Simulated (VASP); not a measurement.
# AlN (P6_3/mmc) in VASP: further runs

The runs below take AlN through single point, with PBE.

Everything below comes from runs of VASP 6.6.1. Logs are shortened: lines on timing, memory, paths and dates and some standing lists are left out, and cuts for length are marked.

**1. The cell of the first run**

Symmetry: P6_3/mmc, No. 194, hexagonal system. Conventional cell: a = 3.312 Å, b = 3.312 Å, c = 4.188 Å, α = 90.00°, β = 90.00°, γ = 120.00°. Al (site symmetry -6m2) has 5 N at 1.91 to 2.09 Å within 2.5 Å. Within 2.5 Å of N (site symmetry -6m2) lie 5 Al at 1.91 to 2.09 Å.

**2. Single point, PBE**

INCAR reads:

```
SYSTEM = AlN
ALGO = Normal ; EDIFF = 1E-6
ENCUT = 520 ; GGA = PE
ISIF = 2 ; ISMEAR = -1
LASPH = .True. ; LCHARG = .False.
LREAL = .False. ; LWAVE = .False.
NBANDS = 16 ; NELM = 100
PREC = Accurate ; SIGMA = 0.05
```

KPOINTS reads:

```
k-points
0
Gamma
  9 9 7
  0 0 0
```

POSCAR reads:

```
AlN
1.0
    3.3121157418      0.0000000000      0.0000000000
   -1.6560578709      2.8683763727      0.0000000000
    0.0000000000      0.0000000000      4.1875630000
Al N
2 2
Direct
    0.6666666667      0.3333333333      0.2500000000
    0.3333333333      0.6666666667      0.7500000000
    0.6666666667      0.3333333333      0.7500000000
    0.3333333333      0.6666666667      0.2500000000
```

Potentials or basis: VASP PAW PBE potentials, release 64 (Al, N).

Command:

```bash
$ cat potpaw_PBE.64/Al/POTCAR potpaw_PBE.64/N/POTCAR > POTCAR
$ mpirun -np 1 vasp_std > vasp.out
```

OUTCAR:

```text
SYSTEM = AlN
   EDIFF = 1E-6
   ENCUT = 520
   GGA = PE
   ISIF = 2
   ISMEAR = -1
   LASPH = .True.
   LREAL = .False.
   NELM = 100
   PREC = Accurate

 ion  position               nearest neighbor table
   1  0.667  0.333  0.250-   4 1.91   4 1.91   4 1.91   3 2.09   3 2.09   2 2.84   2 2.84   2 2.84
                             2 2.84   2 2.84   2 2.84
   2  0.333  0.667  0.750-   3 1.91   3 1.91   3 1.91   4 2.09   4 2.09   1 2.84   1 2.84   1 2.84
                             1 2.84   1 2.84   1 2.84
   3  0.667  0.333  0.750-   2 1.91   2 1.91   2 1.91   1 2.09   1 2.09
   4  0.333  0.667  0.250-   1 1.91   1 1.91   1 1.91   2 2.09   2 2.09

  LATTYP: Found a hexagonal cell.
 ALAT       =     3.3121157418
 C/A-ratio  =     1.2643166261

  Lattice vectors:

 A1 = (   3.3121157418,   0.0000000000,   0.0000000000)
 A2 = (  -1.6560578709,   2.8683763727,   0.0000000000)
 A3 = (   0.0000000000,   0.0000000000,   4.1875630000)

Analysis of symmetry for initial positions (statically):
=====================================================================
 Subroutine PRICEL returns:
 Original cell was already a primitive cell.

 Routine SETGRP: Setting up the symmetry group for a
 hexagonal supercell.

 Subroutine GETGRP returns: Found 24 space group operations
 (whereof 12 operations were pure point group operations)
 out of a pool of 24 trial point group operations.

The static configuration has the point symmetry D_3d.
 The point group associated with its full space group is D_6h.

Analysis of symmetry for dynamics (positions and initial velocities):
=====================================================================
 Subroutine PRICEL returns:
 Original cell was already a primitive cell.

 Routine SETGRP: Setting up the symmetry group for a
 hexagonal supercell.

 Subroutine GETGRP returns: Found 24 space group operations
 (whereof 12 operations were pure point group operations)
 out of a pool of 24 trial point group operations.

The dynamic configuration has the point symmetry D_3d.
 The point group associated with its full space group is D_6h.

 Subroutine INISYM returns: Found 24 space group operations
 (whereof 12 operations are pure point group operations),
 and found     1 'primitive' translations

----------------------------------------------------------------------------------------

                                     Primitive cell

  volume of cell :      39.7835

  direct lattice vectors                    reciprocal lattice vectors
     3.312115742  0.000000000  0.000000000     0.301921816  0.174314642  0.000000000
    -1.656057871  2.868376373  0.000000000     0.000000000  0.348629284  0.000000000
     0.000000000  0.000000000  4.187563000     0.000000000  0.000000000  0.238802377

  length of vectors
     3.312115742  3.312115742  4.187563000     0.348629284  0.348629284  0.238802377

  position of ions in fractional coordinates (direct lattice)
     0.666666667  0.333333333  0.250000000
     0.333333333  0.666666667  0.750000000
     0.666666667  0.333333333  0.750000000
     0.333333333  0.666666667  0.250000000

  ion indices of the primitive-cell ions
   primitive index   ion index
                 1           1
                 2           2
                 3           3
                 4           4

----------------------------------------------------------------------------------------

 KPOINTS: k-points

Automatic generation of k-mesh.
 Grid dimensions read from file:
 generate k-points for:    9    9    7

 Generating k-lattice:

  Cartesian coordinates                     Fractional coordinates (reciprocal lattice)
     0.033546868  0.019368294  0.000000000     0.111111111 -0.000000000  0.000000000
     0.000000000  0.038736587  0.000000000     0.000000000  0.111111111  0.000000000
     0.000000000  0.000000000  0.034114625     0.000000000  0.000000000  0.142857143

  Length of vectors
     0.038736587  0.038736587  0.034114625

  Shift w.r.t. Gamma in fractional coordinates (k-lattice)
     0.000000000  0.000000000  0.000000000

 Subroutine IBZKPT returns following result:
 ===========================================

 Found     48 irreducible k-points:

 Following reciprocal coordinates:
            Coordinates               Weight
  0.000000  0.000000  0.000000      1.000000
  0.111111  0.000000  0.000000      6.000000
  0.222222  0.000000  0.000000      6.000000
  0.333333  0.000000  0.000000      6.000000
  0.444444  0.000000  0.000000      6.000000
  0.111111  0.111111  0.000000      6.000000
[... 16 lines left out ...]
  0.333333  0.222222  0.142857     24.000000
  0.333333  0.333333  0.142857      4.000000
 [... further k-points ...]
   k-points           NKPTS =     48   k-points in BZ     NKDIM =     48   number of bands    NBANDS=     16
   number of dos      NEDOS =    301   number of ions     NIONS =      4
   total plane-waves  NPLWV =  25088
   dimension x,y,z NGX =    28 NGY =   28 NGZ =   32
   dimension x,y,z NGXF=    56 NGYF=   56 NGZF=   64
   ions per type =               2   2
   NGX,Y,Z   is equivalent  to a cutoff of  14.05, 14.05, 12.70 a.u.
   NGXF,Y,Z  is equivalent  to a cutoff of  28.11, 28.11, 25.41 a.u.
 SYSTEM =  AlN
   PREC   = accura    normal or accurate (medium, high low for compatibility)
   ISTART =      0    job   : 0-new  1-cont  2-samecut
   ICHARG =      2    charge: 1-file 2-atom 10-const
   ISPIN  =      1    spin polarized calculation?
   LNONCOLLINEAR =      F non collinear calculations
   LSORBIT =      F    spin-orbit coupling
   LASPH  =      T    aspherical Exc in radial PAW
   ENCUT  =  520.0 eV  38.22 Ry    6.18 a.u.   6.16  6.16  7.79*2*pi/ulx,y,z
   NELM   =    100;   NELMIN=  2; NELMDL= -5     # of ELM steps
   EDIFF  = 0.1E-05   stopping-criterion for ELM
   LREAL  =      F    real-space projection
   EDIFFG = 0.1E-04   stopping-criterion for IOM
   NSW    =      0    number of steps for IOM
   IBRION =     -1    ionic relax: 0-MD 1-quasi-New 2-CG
   NFREE  =      0    steps in history (QN), initial steepest desc. (CG)
   ISIF   =      2    stress and relaxation
   ISYM   =      2    0-nonsym 1-usesym 2-fastsym
   POTIM  = 0.5000    time-step for ionic-motion
   TEBEG  =    0.0;   TEEND  =   0.0 temperature during run
   PSTRESS=    0.0 pullay stress
   NELECT =      16.0000    total number of electrons
   NUPDOWN=      -1.0000    fix difference up-down
   EMIN   =  10.00;   EMAX   =-10.00  energy-range for DOS
   EFERMI =   0.00;   METHOD = LEGACY
   ISMEAR =    -1;   SIGMA  =   0.05  broadening in eV -4-tet -1-fermi 0-gaus
   EFERMI_NEDOS =   21; number of points for ismear=-14 and -15
   IALGO  =     38    algorithm
   IMIX   =      4    mixing-type and parameters
     AMIX     =   0.40;   BMIX     =  1.00
     AMIX_MAG =   1.60;   BMIX_MAG =  1.00
  volume/ion in A,a.u.               =       9.95        67.12
  Fermi-wavevector in a.u.,A,eV,Ry     =   1.208409  2.283561 19.867927  1.460251
  Thomas-Fermi vector in A             =   2.344017
   LORBIT       =      0    0 simple, 1 ext, 2 COOP (PROOUT), +10 PAW based schemes
   GGA     = PE    functional components
[... 5 lines left out ...]
 non-spin polarized calculation
  energy-cutoff  :      520.00
  volume of cell :       39.78
 maximum number of plane-waves:      1090
 NGX is ok and might be reduce to    28
   NGX = 13   NGY = 13   NGZ = 15

 number of electron      15.9999999 magnetization

 Free energy of the ion-electron system (eV)
  ---------------------------------------------------
  ext. energy  EPLUGINS =         0.00000000
  ---------------------------------------------------
  free energy    TOTEN  =       -29.31897545 eV

  energy without entropy =      -29.31897545  energy(sigma->0) =      -29.31897545

 E-fermi :   8.8820     XC(G=0): -11.1609

 val. band max:        7.9494828496   @ k =   0.0000   0.0000   0.0000
 cond. band min:      11.2186148420   @ k =   0.0000   0.0000   0.0000
 fundamental gap:      3.2691319924
 Fermi energy:         8.8820363232

 k-point     1 :       0.0000    0.0000    0.0000
  band No.  band energies     occupation
      1      -8.8337      2.00000
      2      -5.2136      2.00000
      3       1.0875      2.00000
      4       4.6811      2.00000
      5       4.6811      2.00000
      6       6.3411      2.00000
[... 8 lines left out ...]
     15      19.7604      0.00000
     16      19.8940      0.00000

 k-point     2 :       0.1111    0.0000    0.0000
  band No.  band energies     occupation
      1      -8.6939      2.00000
      2      -5.2096      2.00000
      3       1.2388      2.00000
      4       4.1793      2.00000
      5       4.4824      2.00000
      6       5.8463      2.00000
[... 8 lines left out ...]
     15      19.3135      0.00000
     16      19.5348      0.00000

 k-point     3 :       0.2222    0.0000    0.0000
  band No.  band energies     occupation
      1      -8.2925      2.00000
      2      -5.2425      2.00000
      3       1.6801      2.00000
      4       3.0970      2.00000
      5       4.0765      2.00000
      6       4.9415      2.00000
[... 8 lines left out ...]
     15      18.3500      0.00000
     16      20.3445      0.00000

 k-point     4 :       0.3333    0.0000    0.0000
  band No.  band energies     occupation
      1      -7.6980      2.00000
      2      -5.4192      2.00000
      3       2.1014      2.00000
      4       2.3585      2.00000
      5       3.7080      2.00000
      6       4.1532      2.00000
[... 8 lines left out ...]
     15      19.3181      0.00000
     16      20.7858      0.00000
[... 324 lines left out ...]
 k-point    22 :       0.2222    0.2222    0.1429
  band No.  band energies     occupation
      1      -7.2771      2.00000
      2      -5.6182      2.00000
      3       1.8372      2.00000
      4       2.0617      2.00000
      5       3.8365      2.00000
      6       3.9973      2.00000
[... 8 lines left out ...]
     15      19.8671      0.00000
     16      21.0411      0.00000

 k-point    23 :       0.3333    0.2222    0.1429
  band No.  band energies     occupation
      1      -6.7254      2.00000
      2      -5.9070      2.00000
      3       1.4445      2.00000
      4       2.2913      2.00000
      5       3.0766      2.00000
      6       4.5206      2.00000
[... 8 lines left out ...]
     15      19.7025      0.00000
     16      21.1853      0.00000

 k-point    24 :       0.3333    0.3333    0.1429
  band No.  band energies     occupation
      1      -6.2661      2.00000
      2      -6.2661      2.00000
      3       1.3944      2.00000
      4       2.5614      2.00000
      5       2.5614      2.00000
      6       5.0526      2.00000
[... 8 lines left out ...]
     15      19.1629      0.00000
     16      20.8705      0.00000

 [... further k-points ...]

------------------------ aborting loop because EDIFF is reached ----------------------------------------

  FORCE on cell =-STRESS in cart. coord.  units (eV):
  Direction    XX          YY          ZZ          XY          YZ          ZX
  --------------------------------------------------------------------------------------
  -------------------------------------------------------------------------------------
  Total        0.0023898      0.0023898      0.0055741      0.0000000     -0.0000000     -0.0000000
  in kB        0.0962414      0.0962414      0.2244815      0.0000000     -0.0000000     -0.0000000
  external PRESSURE =       0.1389881 kB  Pullay stress =       0.0000000 kB

 VOLUME and BASIS-vectors are now :
 -----------------------------------------------------------------------------
  energy-cutoff  :      520.00
  volume of cell :       39.78
      direct lattice vectors                 reciprocal lattice vectors
     3.312115742  0.000000000  0.000000000     0.301921816  0.174314642  0.000000000
    -1.656057871  2.868376373  0.000000000     0.000000000  0.348629284  0.000000000
     0.000000000  0.000000000  4.187563000     0.000000000  0.000000000  0.238802377

 POSITION                                       TOTAL-FORCE (eV/Angst)
 -----------------------------------------------------------------------------------
      1.65606      0.95613      1.04689         0.000000     -0.000000      0.000000
     -0.00000      1.91225      3.14067        -0.000000      0.000000      0.000000
      1.65606      0.95613      3.14067        -0.000000     -0.000000      0.000000
     -0.00000      1.91225      1.04689        -0.000000      0.000000      0.000000
 -----------------------------------------------------------------------------------
    total drift:                               -0.000000     -0.000000     -0.000000

  FREE ENERGIE OF THE ION-ELECTRON SYSTEM (eV)
  ---------------------------------------------------
  free  energy   TOTEN  =       -29.3189754545 eV

  energy  without entropy=      -29.3189754545  energy(sigma->0) =      -29.31897545
```

It took 40 s on 1 thread of Intel Xeon 8259CL, shared host; peak memory 0.17 GiB.

Results:

```yaml
Free_energy: -29.3190 eV
Pressure: 0.0 GPa
Band_gap_on_the_k_mesh: 3.27 eV
```

Levels at points of the mesh, in eV from the valence-band top:
| k point | band 4 | band 5 | band 6 | band 7 | band 8 | band 9 | band 10 | band 11 | band 12 | band 13 |
| --- | --- | --- | --- | --- | --- | --- | --- | --- | --- | --- |
| (0.00, 0.00, 0.00) | -3.27 | -3.27 | -1.61 | -1.61 | 0.00 | 3.27 | 4.40 | 8.24 | 8.24 | 11.24 |

Caveat: an odd mesh through Γ misses points on the zone boundary, where band edges can lie.

[end of part 1 of 2]
